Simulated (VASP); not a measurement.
# Sc2Al (P6_3/mmc) in VASP: further runs

Sc2Al is run at these levels: PBEsol; tasks: single point.

Everything below comes from runs of VASP 6.6.1. Logs are shortened: lines on timing, memory, paths and dates and some standing lists are left out, and cuts for length are marked.

## Step 1: The cell of the first run

Symmetry: P6_3/mmc, No. 194, hexagonal system. The conventional cell has a = 5.093 Å, b = 5.093 Å, c = 5.933 Å, α = 90.00°, β = 90.00°, γ = 120.00°. Sc (site symmetry -3m) has 8 Sc at 2.97 to 3.29 Å and 6 Al at 3.29 Å within 3.9 Å. Sc (site symmetry -6m2) has 5 Al at 2.94 to 2.97 Å and 6 Sc at 3.29 Å within 3.9 Å. Within 3.9 Å of Al (site symmetry -6m2) lie 11 Sc at 2.94 to 3.29 Å.

## Step 2: Single point, PBEsol (strain +0.050 along x and y, -0.025 along z)

INCAR

```
  PREC = Accurate
  ENCUT = 520
  EDIFF = 1E-6
  ISMEAR = 0
  SIGMA = 0.15
  LREAL = F
  LASPH = T
  NELM = 100
  ALGO = Fast
  ISIF = 2
  LWAVE = F
  LCHARG = F
  GGA = PS
  NBANDS = 34
```

KPOINTS

```
Automatic mesh
0
Gamma
  12 12 8
```

POSCAR

```
Sc2Al
1.0
    5.0934439209      0.0000000000      0.0000000000
   -2.5467219604      4.4110518282      0.0000000000
    0.0000000000      0.0000000000      5.9333150372
Sc Al
4 2
Direct
    0.0000000000      0.0000000000      0.0000000000
    0.0000000000      0.0000000000      0.5000000000
    0.3333333333      0.6666666667      0.7500000000
    0.6666666667      0.3333333333      0.2500000000
    0.3333333333      0.6666666667      0.2500000000
    0.6666666667      0.3333333333      0.7500000000
```

Potentials or basis: VASP PAW PBE potentials, release 64 (Sc_sv, Al).

Started as:

```sh
cat potpaw_PBE.64/Sc_sv/POTCAR potpaw_PBE.64/Al/POTCAR > POTCAR
mpirun -np 1 vasp_std > vasp.out
```

OUTCAR:

```text
PREC = Accurate
   ENCUT = 520
   EDIFF = 1E-6
   ISMEAR = 0
   LREAL = F
   LASPH = T
   NELM = 100
   ISIF = 2
   GGA = PS

 ion  position               nearest neighbor table
   1  0.000  0.000  0.000-   2 2.97   2 2.97   4 3.29   5 3.29   6 3.29   3 3.29   3 3.29   5 3.29
                             4 3.29   6 3.29   4 3.29   6 3.29   3 3.29   5 3.29
   2  0.000  0.000  0.500-   1 2.97   1 2.97   4 3.29   5 3.29   6 3.29   3 3.29   3 3.29   5 3.29
                             4 3.29   6 3.29   4 3.29   6 3.29   3 3.29   5 3.29
   3  0.333  0.667  0.750-   6 2.94   6 2.94   6 2.94   5 2.97   5 2.97   1 3.29   2 3.29   2 3.29
                             1 3.29   2 3.29   1 3.29
   4  0.667  0.333  0.250-   5 2.94   5 2.94   5 2.94   6 2.97   6 2.97   1 3.29   2 3.29   1 3.29
                             2 3.29   1 3.29   2 3.29
   5  0.333  0.667  0.250-   4 2.94   4 2.94   4 2.94   3 2.97   3 2.97   1 3.29   2 3.29   2 3.29
                             1 3.29   2 3.29   1 3.29
   6  0.667  0.333  0.750-   3 2.94   3 2.94   3 2.94   4 2.97   4 2.97   1 3.29   2 3.29   1 3.29
                             2 3.29   1 3.29   2 3.29

  LATTYP: Found a hexagonal cell.
 ALAT       =     5.0934439209
 C/A-ratio  =     1.1648925814

  Lattice vectors:

 A1 = (   5.0934439209,   0.0000000000,   0.0000000000)
 A2 = (  -2.5467219604,   4.4110518282,   0.0000000000)
 A3 = (   0.0000000000,   0.0000000000,   5.9333150372)

Analysis of symmetry for initial positions (statically):
=====================================================================
 Subroutine PRICEL returns:
 Original cell was already a primitive cell.

 Routine SETGRP: Setting up the symmetry group for a
 hexagonal supercell.

 Subroutine GETGRP returns: Found 24 space group operations
 (whereof 12 operations were pure point group operations)
 out of a pool of 24 trial point group operations.

The static configuration has the point symmetry D_3d.
 The point group associated with its full space group is D_6h.

Analysis of symmetry for dynamics (positions and initial velocities):
=====================================================================
 Subroutine PRICEL returns:
 Original cell was already a primitive cell.

 Routine SETGRP: Setting up the symmetry group for a
 hexagonal supercell.

 Subroutine GETGRP returns: Found 24 space group operations
 (whereof 12 operations were pure point group operations)
 out of a pool of 24 trial point group operations.

The dynamic configuration has the point symmetry D_3d.
 The point group associated with its full space group is D_6h.

 Subroutine INISYM returns: Found 24 space group operations
 (whereof 12 operations are pure point group operations),
 and found     1 'primitive' translations

----------------------------------------------------------------------------------------

                                     Primitive cell

  volume of cell :     133.3064

  direct lattice vectors                    reciprocal lattice vectors
     5.093443921  0.000000000  0.000000000     0.196330816  0.113351649  0.000000000
    -2.546721960  4.411051828  0.000000000     0.000000000  0.226703299  0.000000000
     0.000000000  0.000000000  5.933315037     0.000000000  0.000000000  0.168539846

  length of vectors
     5.093443921  5.093443921  5.933315037     0.226703299  0.226703299  0.168539846

  position of ions in fractional coordinates (direct lattice)
     0.000000000  0.000000000  0.000000000
     0.000000000  0.000000000  0.500000000
     0.333333333  0.666666667  0.750000000
     0.666666667  0.333333333  0.250000000
     0.333333333  0.666666667  0.250000000
     0.666666667  0.333333333  0.750000000

  ion indices of the primitive-cell ions
   primitive index   ion index
                 1           1
                 2           2
                 3           3
                 4           4
                 5           5
                 6           6

----------------------------------------------------------------------------------------

 KPOINTS: Automatic mesh

Automatic generation of k-mesh.
 Grid dimensions read from file:
 generate k-points for:   12   12    8

 Generating k-lattice:

  Cartesian coordinates                     Fractional coordinates (reciprocal lattice)
     0.016360901  0.009445971  0.000000000     0.083333333 -0.000000000  0.000000000
     0.000000000  0.018891942  0.000000000     0.000000000  0.083333333  0.000000000
     0.000000000  0.000000000  0.021067481     0.000000000  0.000000000  0.125000000

  Length of vectors
     0.018891942  0.018891942  0.021067481

  Shift w.r.t. Gamma in fractional coordinates (k-lattice)
     0.000000000  0.000000000  0.000000000

 Subroutine IBZKPT returns following result:
 ===========================================

 Found     95 irreducible k-points:

 Following reciprocal coordinates:
            Coordinates               Weight
  0.000000  0.000000  0.000000      1.000000
  0.083333  0.000000  0.000000      6.000000
  0.166667  0.000000  0.000000      6.000000
  0.250000 -0.000000  0.000000      6.000000
  0.333333 -0.000000  0.000000      6.000000
  0.416667  0.000000  0.000000      6.000000
[... 16 lines left out ...]
  0.250000 -0.000000  0.125000     12.000000
  0.333333 -0.000000  0.125000     12.000000
 [... further k-points ...]
   k-points           NKPTS =     95   k-points in BZ     NKDIM =     95   number of bands    NBANDS=     34
   number of dos      NEDOS =    301   number of ions     NIONS =      6
   total plane-waves  NPLWV =  76800
   dimension x,y,z NGX =    40 NGY =   40 NGZ =   48
   dimension x,y,z NGXF=    80 NGYF=   80 NGZF=   96
   ions per type =               4   2
   NGX,Y,Z   is equivalent  to a cutoff of  13.06, 13.06, 13.45 a.u.
   NGXF,Y,Z  is equivalent  to a cutoff of  26.11, 26.11, 26.90 a.u.
 SYSTEM =  unknown system
   PREC   = accura    normal or accurate (medium, high low for compatibility)
   ISTART =      0    job   : 0-new  1-cont  2-samecut
   ICHARG =      2    charge: 1-file 2-atom 10-const
   ISPIN  =      1    spin polarized calculation?
   LNONCOLLINEAR =      F non collinear calculations
   LSORBIT =      F    spin-orbit coupling
   LASPH  =      T    aspherical Exc in radial PAW
   ENCUT  =  520.0 eV  38.22 Ry    6.18 a.u.   9.47  9.47 11.03*2*pi/ulx,y,z
   NELM   =    100;   NELMIN=  2; NELMDL= -5     # of ELM steps
   EDIFF  = 0.1E-05   stopping-criterion for ELM
   LREAL  =      F    real-space projection
   EDIFFG = 0.1E-04   stopping-criterion for IOM
   NSW    =      0    number of steps for IOM
   IBRION =     -1    ionic relax: 0-MD 1-quasi-New 2-CG
   NFREE  =      0    steps in history (QN), initial steepest desc. (CG)
   ISIF   =      2    stress and relaxation
   ISYM   =      2    0-nonsym 1-usesym 2-fastsym
   POTIM  = 0.5000    time-step for ionic-motion
   TEBEG  =    0.0;   TEEND  =   0.0 temperature during run
   PSTRESS=    0.0 pullay stress
   NELECT =      50.0000    total number of electrons
   NUPDOWN=      -1.0000    fix difference up-down
   EMIN   =  10.00;   EMAX   =-10.00  energy-range for DOS
   EFERMI =   0.00;   METHOD = LEGACY
   ISMEAR =     0;   SIGMA  =   0.15  broadening in eV -4-tet -1-fermi 0-gaus
   EFERMI_NEDOS =   21; number of points for ismear=-14 and -15
   IALGO  =     68    algorithm
   IMIX   =      4    mixing-type and parameters
     AMIX     =   0.40;   BMIX     =  1.00
     AMIX_MAG =   1.60;   BMIX_MAG =  1.00
  volume/ion in A,a.u.               =      22.22       149.93
  Fermi-wavevector in a.u.,A,eV,Ry     =   1.180632  2.231071 18.965044  1.393891
  Thomas-Fermi vector in A             =   2.316920
   LORBIT       =      0    0 simple, 1 ext, 2 COOP (PROOUT), +10 PAW based schemes
   GGA     = PS    functional components
   LHFCALC =     F    Hartree Fock is set to
   AEXX    =    0.0000 exact exchange contribution
   IVDW    =     0    specifies the selected vdW correction
   LEPSILON=     F    determine dielectric tensor
   LRPA    =     F    only Hartree local field effects (RPA)
 non-spin polarized calculation
 RMM-DIIS sequential band-by-band and
 Gauss-broadening in eV      SIGMA  =   0.15
  energy-cutoff  :      520.00
  volume of cell :      133.31
 maximum number of plane-waves:      3616
 NGX is ok and might be reduce to    40
   NGX = 19   NGY = 19   NGZ = 23

 number of electron      49.9999998 magnetization

 Free energy of the ion-electron system (eV)
  ---------------------------------------------------
  ext. energy  EPLUGINS =         0.00000000
  ---------------------------------------------------
  free energy    TOTEN  =       -36.42462181 eV

  energy without entropy =      -36.34277334  energy(sigma->0) =      -36.38369758

 E-fermi :   4.4200     XC(G=0): -10.0148

 val. band max:        4.4181981607   @ k =   0.2500   0.0833   0.0000
 cond. band min:       4.4279031905   @ k =   0.4167   0.0833   0.3750
 fundamental gap:      0.0097050298
 Fermi energy:         4.4199524422

 k-point     1 :       0.0000    0.0000    0.0000
  band No.  band energies     occupation
      1     -44.9255      2.00000
      2     -44.8891      2.00000
      3     -44.8696      2.00000
      4     -44.8420      2.00000
      5     -23.8516      2.00000
      6     -23.7322      2.00000
[... 26 lines left out ...]
     33       7.6920      0.00000
     34       8.4394      0.00000

 k-point     2 :       0.0833    0.0000    0.0000
  band No.  band energies     occupation
      1     -44.9246      2.00000
      2     -44.8891      2.00000
      3     -44.8704      2.00000
      4     -44.8420      2.00000
      5     -23.8540      2.00000
      6     -23.7345      2.00000
[... 26 lines left out ...]
     33       7.1365      0.00000
     34       7.6557      0.00000

 k-point     3 :       0.1667    0.0000    0.0000
  band No.  band energies     occupation
      1     -44.9223      2.00000
      2     -44.8892      2.00000
      3     -44.8727      2.00000
      4     -44.8420      2.00000
      5     -23.8605      2.00000
      6     -23.7403      2.00000
[... 26 lines left out ...]
     33       6.7658      0.00000
     34       7.1832      0.00000
[... 704 lines left out ...]
 k-point    23 :       0.2500   -0.0000    0.1250
  band No.  band energies     occupation
      1     -44.9168      2.00000
      2     -44.8897      2.00000
      3     -44.8756      2.00000
      4     -44.8440      2.00000
      5     -23.8514      2.00000
      6     -23.7443      2.00000
[... 26 lines left out ...]
     33       6.5013      0.00000
     34       6.8153      0.00000

 k-point    24 :       0.3333   -0.0000    0.1250
  band No.  band energies     occupation
      1     -44.9124      2.00000
      2     -44.8898      2.00000
      3     -44.8797      2.00000
      4     -44.8441      2.00000
      5     -23.8595      2.00000
      6     -23.7508      2.00000
[... 26 lines left out ...]
     33       6.4579      0.00000
     34       6.8618      0.00000

 [... further k-points ...]
[... 5 lines left out ...]
  --------------------------------------------------------------------------------------
  -------------------------------------------------------------------------------------
  Total       -6.4260677     -6.4260677      1.1849906     -0.0000000     -0.0000000     -0.0000000
  in kB      -77.2333333    -77.2333333     14.2421113     -0.0000000     -0.0000000     -0.0000000
  external PRESSURE =     -46.7415184 kB  Pullay stress =       0.0000000 kB

 VOLUME and BASIS-vectors are now :
 -----------------------------------------------------------------------------
  energy-cutoff  :      520.00
  volume of cell :      133.31
      direct lattice vectors                 reciprocal lattice vectors
     5.093443921  0.000000000  0.000000000     0.196330816  0.113351649  0.000000000
    -2.546721960  4.411051828  0.000000000     0.000000000  0.226703299  0.000000000
     0.000000000  0.000000000  5.933315037     0.000000000  0.000000000  0.168539846

 POSITION                                       TOTAL-FORCE (eV/Angst)
 -----------------------------------------------------------------------------------
      0.00000      0.00000      0.00000        -0.000000      0.000000      0.000000
      0.00000      0.00000      2.96666         0.000000      0.000000      0.000000
     -0.00000      2.94070      4.44999         0.000000     -0.000000      0.000000
      2.54672      1.47035      1.48333        -0.000000      0.000000      0.000000
     -0.00000      2.94070      1.48333        -0.000000      0.000000      0.000000
      2.54672      1.47035      4.44999         0.000000     -0.000000      0.000000
 -----------------------------------------------------------------------------------
    total drift:                               -0.000000      0.000000     -0.000000

  FREE ENERGIE OF THE ION-ELECTRON SYSTEM (eV)
  ---------------------------------------------------
  free  energy   TOTEN  =       -36.4246218131 eV

  energy  without entropy=      -36.3427733398  energy(sigma->0) =      -36.38369758
```

Wall time 4.7 min (1 thread of Intel Xeon 6975P-C (Granite Rapids), shared host); peak memory 0.49 GiB.

Results:

```
Free energy            : -36.4246 eV
Pressure               : -4.7 GPa
Band gap on the k mesh : zero (bands 25 and 26 overlap by 0.67 eV)
```

Caveat: the cell differs from its parent crystal (strain +0.050 along x and y, -0.025 along z); the stress differs along the axes, from -8 to 1 GPa; the PAW data sets were made with another functional, which shifts forces and pressure a little.

## Step 3: Single point, PBEsol (strain +0.025 along x and y, +0.025 along z)

INCAR

```
ALGO = Fast
EDIFF = 1E-6
ENCUT = 520
GGA = PS
ISIF = 2
ISMEAR = 0
LASPH = True
LCHARG = False
LREAL = False
LWAVE = False
NBANDS = 34
NELM = 100
PREC = Accurate
SIGMA = 0.15
```

KPOINTS

```
k-points
0
Gamma
  12 12 8
```

POSCAR, as its differences from that of step 2:

```diff
@@ -2,5 +2,5 @@
 1.0
-    5.0934439209      0.0000000000      0.0000000000
-   -2.5467219604      4.4110518282      0.0000000000
-    0.0000000000      0.0000000000      5.9333150372
+    4.9721714466      0.0000000000      0.0000000000
+   -2.4860857233      4.3060267847      0.0000000000
+    0.0000000000      0.0000000000      6.2375876032
 Sc Al
```

Potentials or basis: VASP PAW PBE potentials, release 64 (Sc_sv, Al).

Started as:

```sh
cat potpaw_PBE.64/Sc_sv/POTCAR potpaw_PBE.64/Al/POTCAR > POTCAR
mpirun -np 1 vasp_std > vasp.out
```

Wall time 4.9 min (1 thread of Intel Xeon 6975P-C (Granite Rapids), shared host); peak memory 0.49 GiB.

The run converged. Its results:

```yaml
Free_energy: -36.6172 eV
Pressure: -4.7 GPa
Band_gap_on_the_k_mesh: zero (bands 25 and 26 overlap by 0.67 eV)
```

Stress tensor (GPa, compression positive):
```
-4.96  0.00  0.00
 0.00 -4.96  0.00
 0.00  0.00 -4.21
```

Levels at points of the mesh, in eV from the Fermi level:
```tsv
k point	band 21	band 22	band 23	band 24	band 25	band 26	band 27	band 28	band 29	band 30
(0.00, 0.00, 0.00)	-1.69	-0.63	-0.63	-0.63	-0.31	-0.31	-0.06	-0.06	1.66	1.89
(0.50, 0.00, 0.00)	-1.21	-1.11	-1.08	-0.87	-0.62	0.24	0.37	0.80	1.05	1.18
(0.00, 0.00, 0.50)	-1.39	-1.39	-1.01	-1.01	0.11	0.11	0.11	0.11	1.36	1.36
(0.50, 0.00, 0.50)	-1.09	-1.09	-0.87	-0.87	0.18	0.18	0.50	0.50	1.09	1.09
```

Caveat: the cell differs from its parent crystal (strain +0.025 along x and y, +0.025 along z); the cell stands under tension; the PAW data sets were made with another functional, which shifts forces and pressure a little.

## Step 4: Single point, PBEsol (strain +0.050 along x and y, +0.000 along z)

INCAR

```
SYSTEM = Sc2Al
PREC     = Accurate       ! precision mode
ENCUT    = 520            ! plane-wave cutoff, eV
EDIFF    = 1E-6           ! SCF threshold, eV
ISMEAR   = 0              ! smearing method
SIGMA    = 0.15           ! smearing width, eV
LREAL    = .False.        ! projectors in reciprocal space
LASPH    = .True.         ! aspherical terms in the spheres
NELM     = 60             ! most SCF steps
ALGO     = Fast           ! electronic algorithm
ISIF     = 2              ! what is computed and relaxed
LWAVE    = .False.        ! write WAVECAR
LCHARG   = .False.        ! write CHGCAR
GGA      = PS             ! functional
NBANDS   = 34             ! bands
```

KPOINTS

```
regular mesh
0
Gamma
  12 12 8
  0 0 0
```

POSCAR, as its differences from that of step 3:

```diff
@@ -2,5 +2,5 @@
 1.0
-    4.9721714466      0.0000000000      0.0000000000
-   -2.4860857233      4.3060267847      0.0000000000
-    0.0000000000      0.0000000000      6.2375876032
+    5.0934439209      0.0000000000      0.0000000000
+   -2.5467219604      4.4110518282      0.0000000000
+    0.0000000000      0.0000000000      6.0854513202
 Sc Al
```

Started as:

```sh
cat potpaw_PBE.64/Sc_sv/POTCAR potpaw_PBE.64/Al/POTCAR > POTCAR
mpirun -np 1 vasp_std > vasp.out
```

It took 5.3 min on 1 thread of Intel Xeon 6975P-C (Granite Rapids), shared host; peak memory 0.49 GiB.

Results (log left out):

* Free energy: -36.4176 eV
* Pressure: -6.1 GPa
* Band gap on the k mesh: zero (bands 25 and 26 overlap by 0.63 eV)

Stress tensor (GPa, compression positive):
```
-8.10  0.00  0.00
 0.00 -8.10  0.00
 0.00  0.00 -2.12
```

Levels at points of the mesh, in eV from the Fermi level:
```tsv
k point	band 22	band 23	band 24	band 25	band 26	band 27	band 28	band 29
(0.00, 0.00, 0.00)	-0.67	-0.63	-0.63	-0.23	-0.23	-0.13	-0.13	1.50
(0.50, 0.00, 0.00)	-1.08	-1.00	-0.93	-0.61	0.24	0.32	0.64	1.09
(0.00, 0.00, 0.50)	-1.37	-0.88	-0.88	0.13	0.13	0.13	0.13	1.20
(0.50, 0.00, 0.50)	-1.02	-0.95	-0.95	0.22	0.22	0.50	0.50	1.09
```

Caveat: the cell differs from its parent crystal (strain +0.050 along x and y, +0.000 along z); the stress differs along the axes, from -8 to -2 GPa; the PAW data sets were made with another functional, which shifts forces and pressure a little.

## Step 5: Summary

```tsv
cell	gap on the mesh (eV)	pressure (GPa)
a = 5.093, b = 5.093, c = 5.933 Å, angles 90.0, 90.0, 120.0°, 6 atoms	none	-4.7
a = 4.972, b = 4.972, c = 6.238 Å, angles 90.0, 90.0, 120.0°, 6 atoms	none	-4.7
a = 5.093, b = 5.093, c = 6.085 Å, angles 90.0, 90.0, 120.0°, 6 atoms	none	-6.1
```

Alike in all rows: task single point; level PBEsol; potentials or basis VASP PAW PBE potentials, release 64 (Sc_sv, Al); no spin polarisation; k mesh 12 × 12 × 8; cutoff (eV) 520; smearing gaussian 0.15 eV.

Caveats: the PAW data sets were made with another functional, which shifts forces and pressure a little; the stress differs along the axes, from -8 to 1 GPa (at least some runs); the cell stands under tension (at least some runs); the stress differs along the axes, from -8 to -2 GPa (at least some runs).

Absolute energies hang on the potentials; compare differences alone.
